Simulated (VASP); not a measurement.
# Al3Tl2In2Ga5N12 (P1) in VASP: a series of runs

Runs on Al3Tl2In2Ga5N12. Level: PBE. Tasks: single point.

Program: VASP 6.6.1. These are calculated values, not measurements. Logs are shortened: lines on timing, memory, paths and dates and some standing lists are left out, and cuts for length are marked.

## (1) The cell of the first run

The typed cell holds 24 atoms: a = 6.665 Å, b = 6.664 Å, c = 8.136 Å, α = 89.66°, β = 90.34°, γ = 120.17°.

## (2) Single point, PBE

Input file INCAR:

```
PREC = Accurate
ENCUT = 520
EDIFF = 1E-6
ISMEAR = 0
SIGMA = 0.1
LREAL = Auto
LASPH = True
NELM = 80
ALGO = Normal
ISIF = 2
LWAVE = False
LCHARG = False
GGA = PE
ISYM = 0
NBANDS = 111
```

Input file KPOINTS:

```
Automatic mesh
0
Gamma
  3 3 2
```

Input file POSCAR:

```
Al3Tl2In2Ga5N12
1.0
   -4.6972131250     -4.7279041251      0.0035087683
   -0.0031256387      4.7275183093      4.6964353254
   -4.6859621873      4.7202196512     -4.6859492460
N Al Ga In Tl
12 3 5 2 2
Direct
    0.3602723838      0.1888905309      0.9144287958
    0.8228833645      0.1772861585      0.9263883274
    0.6579167561      0.3588271199      0.5638057253
    0.1932074629      0.3335737324      0.5652712344
    0.5076820822      0.4951879178      0.2394022011
    0.9786857632      0.4705283119      0.2480478549
    0.3375915459      0.6637766192      0.9473071650
    0.8103343244      0.6399169511      0.9065243213
    0.6740358537      0.8062784560      0.5691639657
    0.1509105588      0.8412802526      0.6194013274
    0.5309584558      0.0221277334      0.2516887333
    0.9875129427      0.0128874154      0.2536407107
    0.6657284022      0.3374292207      0.3285315422
    0.5035192040      0.4990937271      0.0035163368
    0.8263021661      0.6600300447      0.6676971528
    0.5038407527      0.0071314837      0.0076525418
    0.3437913341      0.1772275684      0.6676719761
    0.1734054452      0.3359845553      0.3242906007
    0.9929987312      0.4976260065      0.0047459943
    0.6660318202      0.8275677751      0.3276334812
    0.0013556556      0.9966082440      0.9918559050
    0.3382635009      0.6661220151      0.6803473375
    0.8325272162      0.1693945156      0.6530766256
    0.1672534882      0.8323900598      0.3443217385
```

Potentials or basis: VASP PAW PBE potentials, release 64 (N, Al, Ga_d, In_d, Tl_d).

On the command line:

```
cat potpaw_PBE.64/N/POTCAR potpaw_PBE.64/Al/POTCAR potpaw_PBE.64/Ga_d/POTCAR potpaw_PBE.64/In_d/POTCAR potpaw_PBE.64/Tl_d/POTCAR > POTCAR
mpirun -np 1 vasp_std > vasp.out
```

OUTCAR:

```text
PREC = Accurate
   ENCUT = 520
   EDIFF = 1E-6
   ISMEAR = 0
   LREAL = Auto
   LASPH = True
   NELM = 80
   ISIF = 2
   GGA = PE
   ISYM = 0

 ion  position               nearest neighbor table
   1  0.360  0.189  0.914-  14 1.93  17 2.01  16 2.03  21 2.17
   2  0.823  0.177  0.926-  19 1.96  16 1.96  21 2.14  23 2.23
   3  0.658  0.359  0.564-  13 1.92  15 1.94  17 2.01  23 2.22
   4  0.193  0.334  0.565-  17 1.95  18 1.96  22 2.14  23 2.20
   5  0.508  0.495  0.239-  14 1.92  13 1.96  20 2.05  18 2.05
   6  0.979  0.471  0.248-  13 1.93  19 1.99  18 2.01  24 2.23
   7  0.338  0.664  0.947-  14 1.96  16 2.04  19 2.04  22 2.17
   8  0.810  0.640  0.907-  14 1.94  15 1.95  19 2.04  21 2.17
   9  0.674  0.806  0.569-  15 1.90  20 1.97  22 2.15  23 2.21
  10  0.151  0.841  0.619-  15 1.92  17 1.98  22 2.15  24 2.24
  11  0.531  0.022  0.252-  13 1.93  16 1.99  20 2.01  24 2.23
  12  0.988  0.013  0.254-  20 1.96  18 1.96  21 2.14  24 2.20
  13  0.666  0.337  0.329-   3 1.92   6 1.93  11 1.93   5 1.96  14 3.23  23 3.26  24 3.31  15 3.33
                            24 3.34
  14  0.504  0.499  0.004-   5 1.92   1 1.93   8 1.94   7 1.96  13 3.23  22 3.24  21 3.31  15 3.31
                            21 3.34
  15  0.826  0.660  0.668-   9 1.90  10 1.92   3 1.94   8 1.95  22 3.28  21 3.28  24 3.29  23 3.29
                            14 3.31  13 3.33  23 3.38  22 3.39
  16  0.504  0.007  0.008-   2 1.96  11 1.99   1 2.03   7 2.04  22 3.32  21 3.32  21 3.35  24 3.36
                            23 3.46
  17  0.344  0.177  0.668-   4 1.95  10 1.98   3 2.01   1 2.01  22 3.28  23 3.29  21 3.30  24 3.30
                            23 3.38  22 3.39
  18  0.173  0.336  0.324-  12 1.96   4 1.96   6 2.01   5 2.05  23 3.32  24 3.33  24 3.34  21 3.34
                            22 3.47
  19  0.993  0.498  0.005-   2 1.96   6 1.99   8 2.04   7 2.04  21 3.30  22 3.31  21 3.37  24 3.37
                            23 3.44
  20  0.666  0.828  0.328-  12 1.96   9 1.97  11 2.01   5 2.05  23 3.31  24 3.33  24 3.34  21 3.35
                            22 3.44
  21  0.001  0.997  0.992-  12 2.14   2 2.14   1 2.17   8 2.17  15 3.28  19 3.30  17 3.30  14 3.31
                            16 3.32  14 3.34  18 3.34  20 3.35  16 3.35  19 3.37  23 3.38  24 3.43
  22  0.338  0.666  0.680-   4 2.14   9 2.15  10 2.15   7 2.17  14 3.24  15 3.28  17 3.28  19 3.31
                            16 3.32  23 3.32  23 3.34  24 3.35  17 3.39  15 3.39  20 3.44  18 3.47
  23  0.833  0.169  0.653-   4 2.20   9 2.21   3 2.22   2 2.23  13 3.26  17 3.29  15 3.29  20 3.31
                            22 3.32  18 3.32  22 3.34  15 3.38  21 3.38  17 3.38  19 3.44  16 3.46
  24  0.167  0.832  0.344-  12 2.20  11 2.23   6 2.23  10 2.24  15 3.29  17 3.30  13 3.31  20 3.33
                            18 3.33  13 3.34  18 3.34  20 3.34  22 3.35  16 3.36  19 3.37  21 3.43

IMPORTANT INFORMATION: All symmetrisations will be switched off!
NOSYMM: (Re-)initialisation of all symmetry stuff for point group C_1.

----------------------------------------------------------------------------------------

                                     Primitive cell

  volume of cell :     312.3812

  direct lattice vectors                    reciprocal lattice vectors
    -4.697213125 -4.727904125  0.003508768    -0.141881535 -0.070497099  0.070869252
    -0.003125639  4.727518309  4.696435325    -0.070869054  0.070514320  0.141899272
    -4.685962187  4.720219651 -4.685949246    -0.071133882  0.070619327 -0.071134058

  length of vectors
     6.664600578  6.663778500  8.136143774     0.173558814  0.173580228  0.122911239

  position of ions in fractional coordinates (direct lattice)
     0.360272384  0.188890531  0.914428796
     0.822883365  0.177286159  0.926388327
     0.657916756  0.358827120  0.563805725
     0.193207463  0.333573732  0.565271234
     0.507682082  0.495187918  0.239402201
     0.978685763  0.470528312  0.248047855
[... 16 lines left out ...]
     0.832527216  0.169394516  0.653076626
     0.167253488  0.832390060  0.344321738

  ion indices of the primitive-cell ions
   primitive index   ion index
                 1           1
                 2           2
                 3           3
                 4           4
                 5           5
                 6           6
[... 16 lines left out ...]
                23          23
                24          24

----------------------------------------------------------------------------------------

 KPOINTS: Automatic mesh

Automatic generation of k-mesh.
 Grid dimensions read from file:
 generate k-points for:    3    3    2

 Generating k-lattice:

  Cartesian coordinates                     Fractional coordinates (reciprocal lattice)
    -0.047293845 -0.023499033  0.023623084     0.333333333 -0.000000000  0.000000000
    -0.023623018  0.023504773  0.047299757     0.000000000  0.333333333  0.000000000
    -0.035566941  0.035309664 -0.035567029     0.000000000  0.000000000  0.500000000

  Length of vectors
     0.057852938  0.057860076  0.061455619

  Shift w.r.t. Gamma in fractional coordinates (k-lattice)
     0.000000000  0.000000000  0.000000000

 Subroutine IBZKPT returns following result:
 ===========================================

 Found     10 irreducible k-points:

 Following reciprocal coordinates:
            Coordinates               Weight
  0.000000  0.000000  0.000000      1.000000
  0.333333 -0.000000  0.000000      2.000000
  0.000000  0.333333  0.000000      2.000000
  0.333333  0.333333  0.000000      2.000000
 -0.333333  0.333333 -0.000000      2.000000
  0.000000  0.000000  0.500000      1.000000
  0.333333  0.000000  0.500000      2.000000
  0.000000  0.333333  0.500000      2.000000
  0.333333  0.333333  0.500000      2.000000
 -0.333333  0.333333  0.500000      2.000000
   k-points           NKPTS =     10   k-points in BZ     NKDIM =     10   number of bands    NBANDS=    111
   number of dos      NEDOS =    301   number of ions     NIONS =     24
   total plane-waves  NPLWV = 160000
   dimension x,y,z NGX =    50 NGY =   50 NGZ =   64
   dimension x,y,z NGXF=   100 NGYF=  100 NGZF=  128
   ions per type =              12   3   5   2   2
   NGX,Y,Z   is equivalent  to a cutoff of  12.47, 12.47, 13.08 a.u.
   NGXF,Y,Z  is equivalent  to a cutoff of  24.94, 24.95, 26.15 a.u.
 SYSTEM =  unknown system
   PREC   = accura    normal or accurate (medium, high low for compatibility)
   ISTART =      0    job   : 0-new  1-cont  2-samecut
   ICHARG =      2    charge: 1-file 2-atom 10-const
   ISPIN  =      1    spin polarized calculation?
   LNONCOLLINEAR =      F non collinear calculations
   LSORBIT =      F    spin-orbit coupling
   LASPH  =      T    aspherical Exc in radial PAW
   ENCUT  =  520.0 eV  38.22 Ry    6.18 a.u.  12.39 12.39 15.13*2*pi/ulx,y,z
   NELM   =     80;   NELMIN=  2; NELMDL= -5     # of ELM steps
   EDIFF  = 0.1E-05   stopping-criterion for ELM
   LREAL  =      T    real-space projection
   EDIFFG = 0.1E-04   stopping-criterion for IOM
   NSW    =      0    number of steps for IOM
   IBRION =     -1    ionic relax: 0-MD 1-quasi-New 2-CG
   NFREE  =      0    steps in history (QN), initial steepest desc. (CG)
   ISIF   =      2    stress and relaxation
   ISYM   =      0    0-nonsym 1-usesym 2-fastsym
   POTIM  = 0.5000    time-step for ionic-motion
   TEBEG  =    0.0;   TEEND  =   0.0 temperature during run
   PSTRESS=    0.0 pullay stress
   NELECT =     186.0000    total number of electrons
   NUPDOWN=      -1.0000    fix difference up-down
   EMIN   =  10.00;   EMAX   =-10.00  energy-range for DOS
   EFERMI =   0.00;   METHOD = LEGACY
   ISMEAR =     0;   SIGMA  =   0.10  broadening in eV -4-tet -1-fermi 0-gaus
   EFERMI_NEDOS =   21; number of points for ismear=-14 and -15
   IALGO  =     38    algorithm
   IMIX   =      4    mixing-type and parameters
     AMIX     =   0.40;   BMIX     =  1.00
     AMIX_MAG =   1.60;   BMIX_MAG =  1.00
  volume/ion in A,a.u.               =      13.02        87.84
  Fermi-wavevector in a.u.,A,eV,Ry     =   1.377265  2.602654 25.808335  1.896859
  Thomas-Fermi vector in A             =   2.502434
   LORBIT       =      0    0 simple, 1 ext, 2 COOP (PROOUT), +10 PAW based schemes
   GGA     = PE    functional components
   LHFCALC =     F    Hartree Fock is set to
   AEXX    =    0.0000 exact exchange contribution
   IVDW    =     0    specifies the selected vdW correction
   LEPSILON=     F    determine dielectric tensor
   LRPA    =     F    only Hartree local field effects (RPA)
 non-spin polarized calculation
 Gauss-broadening in eV      SIGMA  =   0.10
  energy-cutoff  :      520.00
  volume of cell :      312.38
 maximum number of plane-waves:      8442
 NGX is ok and might be reduce to    50
   NGX = 25   NGY = 25   NGZ = 31

 number of electron     186.0000017 magnetization

 Free energy of the ion-electron system (eV)
  ---------------------------------------------------
  ext. energy  EPLUGINS =         0.00000000
  ---------------------------------------------------
  free energy    TOTEN  =      -142.32298260 eV

  energy without entropy =     -142.32298180  energy(sigma->0) =     -142.32298220

 E-fermi :   6.0413     XC(G=0): -11.0439

 val. band max:        5.7411795640   @ k =   0.0000   0.0000   0.0000
 cond. band min:       6.3409588371   @ k =   0.0000   0.0000   0.0000
 fundamental gap:      0.5997792731
 Fermi energy:         6.0413209550

 k-point     1 :       0.0000    0.0000    0.0000
  band No.  band energies     occupation
      1      -9.4845      2.00000
      2      -9.0972      2.00000
      3      -9.0392      2.00000
      4      -9.0010      2.00000
      5      -8.9446      2.00000
      6      -8.8520      2.00000
[... 97 lines left out ...]
    104      10.5911      0.00000
    105      11.0602      0.00000

 k-point     2 :       0.3333   -0.0000    0.0000
  band No.  band energies     occupation
      1      -9.3009      2.00000
      2      -9.0834      2.00000
      3      -9.0451      2.00000
      4      -8.9777      2.00000
      5      -8.9199      2.00000
      6      -8.8498      2.00000
[... 856 lines left out ...]
 k-point    10 :      -0.3333    0.3333    0.5000
  band No.  band energies     occupation
      1      -9.1870      2.00000
      2      -9.1295      2.00000
      3      -9.0310      2.00000
      4      -9.0128      2.00000
      5      -8.9572      2.00000
      6      -8.8613      2.00000
[... 97 lines left out ...]
    104      11.0438      0.00000
    105      11.2904      0.00000
 [bands above 105 left out]

------------------------ aborting loop because EDIFF is reached ----------------------------------------

  FORCE on cell =-STRESS in cart. coord.  units (eV):
  Direction    XX          YY          ZZ          XY          YZ          ZX
  --------------------------------------------------------------------------------------
  -------------------------------------------------------------------------------------
  Total        0.0133101      0.0226429      0.0210990     -0.0468889     -0.0500019     -0.0514693
  in kB        0.0682662      0.1161337      0.1082151     -0.2404894     -0.2564558     -0.2639820
  external PRESSURE =       0.0975383 kB  Pullay stress =       0.0000000 kB

 VOLUME and BASIS-vectors are now :
 -----------------------------------------------------------------------------
  energy-cutoff  :      520.00
  volume of cell :      312.38
      direct lattice vectors                 reciprocal lattice vectors
    -4.697213125 -4.727904125  0.003508768    -0.141881535 -0.070497099  0.070869252
    -0.003125639  4.727518309  4.696435325    -0.070869054  0.070514320  0.141899272
    -4.685962187  4.720219651 -4.685949246    -0.071133882  0.070619327 -0.071134058

 POSITION                                       TOTAL-FORCE (eV/Angst)
 -----------------------------------------------------------------------------------
     -5.97785      3.50595     -3.39659        -0.008193      0.013496      0.026754
     -8.20683      1.32037     -3.50551         0.008804      0.010950      0.006047
     -5.73347      1.24708     -0.95445        -0.000813     -0.010097      0.037451
     -3.55742      3.33171     -1.08155         0.009338     -0.003537      0.008931
     -3.50807      1.07077      1.20557         0.009685     -0.022787      0.007553
     -5.76091     -1.23186      1.05090         0.027788      0.025479     -0.006446
[... 16 lines left out ...]
     -6.97138     -0.05263     -2.26181         0.003538      0.008122      0.006742
     -2.40171      4.76966      2.29638         0.003500      0.002760      0.002276
 -----------------------------------------------------------------------------------
    total drift:                               -0.005179     -0.013061     -0.008470

  FREE ENERGIE OF THE ION-ELECTRON SYSTEM (eV)
  ---------------------------------------------------
  free  energy   TOTEN  =      -142.3229825977 eV

  energy  without entropy=     -142.3229818044  energy(sigma->0) =     -142.32298220
```

Wall time 10 min (1 thread of Intel Xeon Platinum 8559C (Emerald Rapids), shared host); peak memory 0.55 GiB.

Results:

| Quantity | Value |
| --- | --- |
| Free energy | -142.3230 eV |
| Pressure | 0.0 GPa |
| Largest force | 0.047 eV/Å |
| Band gap on the k mesh | 0.60 eV |

Forces on the atoms (eV/Å):
```
N   -0.008  0.013  0.027
N    0.009  0.011  0.006
N   -0.001 -0.010  0.037
N    0.009 -0.004  0.009
N    0.010 -0.023  0.008
N    0.028  0.025 -0.006
N   -0.013 -0.005 -0.013
N    0.045  0.002  0.013
N   -0.007 -0.008 -0.011
N    0.018  0.013 -0.016
N   -0.006  0.026  0.027
N   -0.003  0.006 -0.001
Al  -0.018  0.000 -0.017
Al  -0.016 -0.008 -0.014
Al   0.001 -0.014 -0.009
Ga  -0.015 -0.008  0.005
Ga  -0.006 -0.003  0.002
Ga   0.003 -0.006 -0.029
Ga   0.002 -0.008 -0.016
Ga  -0.028 -0.007  0.003
In  -0.012 -0.004 -0.015
In   0.004  0.001  0.002
Tl   0.004  0.008  0.007
Tl   0.004  0.003  0.002
```

Caveat: spin-orbit coupling is left out, which moves the levels of the heavy elements.

## (3) Single point, PBE

This run uses another cell than the first one, of 13.06 Å³/atom.

Input file INCAR:

```
PREC     = Accurate       # precision mode
ENCUT    = 520            # plane-wave cutoff, eV
EDIFF    = 1E-6           # SCF threshold, eV
ISMEAR   = 0              # smearing method
SIGMA    = 0.1            # smearing width, eV
LREAL    = Auto         
LASPH    = True           # aspherical terms in the spheres
NELM     = 80             # most SCF steps
ALGO     = Normal         # electronic algorithm
ISIF     = 2              # what is computed and relaxed
LWAVE    = False          # write WAVECAR
LCHARG   = False          # write CHGCAR
GGA      = PE             # functional
ISYM     = 0            
NBANDS   = 111            # bands
```

KPOINTS is that of step 2.

Input file POSCAR:

```
Al3Tl2In2Ga5N12
1.0
   -4.7180548177     -4.6949693895      0.0083902223
   -0.0029605094      4.6894804614      4.6976499292
   -4.7290696758      4.7144248978     -4.7195640162
N Al Ga In Tl
12 3 5 2 2
Direct
    0.3269599389      0.1553256149      0.9248963463
    0.8347222902      0.1672254654      0.9589947687
    0.6353232179      0.3172205649      0.5817718597
    0.1938352788      0.3460710578      0.5980478544
    0.5056722020      0.5174660103      0.2300822612
    0.0150821173      0.5224763606      0.2371864736
    0.3307649298      0.6741909377      0.9139588207
    0.8434538980      0.6725906395      0.9437060831
    0.6353569389      0.8198514925      0.5575470259
    0.1969296580      0.8498667611      0.5717940559
    0.4860843920      0.9785684358      0.2321026642
    0.9929506458      0.9817670195      0.2457553284
    0.4951171118      0.9950481657      0.0011821403
    0.0014123008      0.9977293185      0.0120117802
    0.0072356880      0.5074091662      0.0055739871
    0.3307496297      0.1619352866      0.6767165063
    0.4979012063      0.5020500625      0.9937878997
    0.3349825342      0.6715322099      0.6667810789
    0.6613493964      0.8310856934      0.3178138436
    0.1717925924      0.8354601898      0.3279386919
    0.6643846126      0.3299211119      0.3212769622
    0.1693978480      0.3334339580      0.3354602031
    0.8306937016      0.1617539897      0.6831531229
    0.8387639951      0.6747995908      0.6692075310
```

Potentials or basis: VASP PAW PBE potentials, release 64 (N, Al, Ga_d, In_d, Tl_d).

On the command line:

```
cat potpaw_PBE.64/N/POTCAR potpaw_PBE.64/Al/POTCAR potpaw_PBE.64/Ga_d/POTCAR potpaw_PBE.64/In_d/POTCAR potpaw_PBE.64/Tl_d/POTCAR > POTCAR
mpirun -np 1 vasp_std > vasp.out
```

Wall time 13 min (1 thread of Intel Xeon Platinum 8559C (Emerald Rapids), shared host); peak memory 0.55 GiB.

It converged, with:

| Item | Value |
| --- | --- |
| Free energy | -141.9463 eV |
| Pressure | 0.0 GPa |
| Largest force | 0.042 eV/Å |
| Band gap on the k mesh | 0.31 eV |

Forces in eV/Å, atoms in the order of the input:
```
N    0.014  0.006 -0.023
N   -0.005  0.011  0.005
N    0.005  0.012 -0.017
N   -0.007  0.014  0.001
N    0.002 -0.003  0.024
N    0.013 -0.011  0.025
N    0.017  0.035  0.015
N   -0.023  0.001  0.016
N    0.011 -0.005  0.004
N    0.005  0.009  0.018
N    0.027 -0.014  0.019
N    0.024 -0.011  0.014
Al  -0.014  0.001 -0.017
Al  -0.013 -0.002 -0.018
Al  -0.019 -0.002 -0.017
Ga  -0.013 -0.017  0.014
Ga  -0.017  0.012 -0.015
Ga  -0.009 -0.015 -0.003
Ga  -0.005 -0.003 -0.020
Ga  -0.003 -0.005 -0.013
In  -0.004  0.003  0.001
In  -0.009  0.003  0.004
Tl   0.006 -0.011 -0.009
Tl   0.014 -0.008 -0.010
```

Levels at points of the mesh, in eV from the valence-band top:
```
           k point  band 91  band 92  band 93  band 94  band 95  band 96
(0.00, 0.00, 0.00)    -0.50    -0.23     0.00     0.31     2.67     2.76
(0.00, 0.00, 0.50)    -0.50    -0.31    -0.03     1.55     2.27     2.65
```

Caveat: spin-orbit coupling is left out, which moves the levels of the heavy elements.
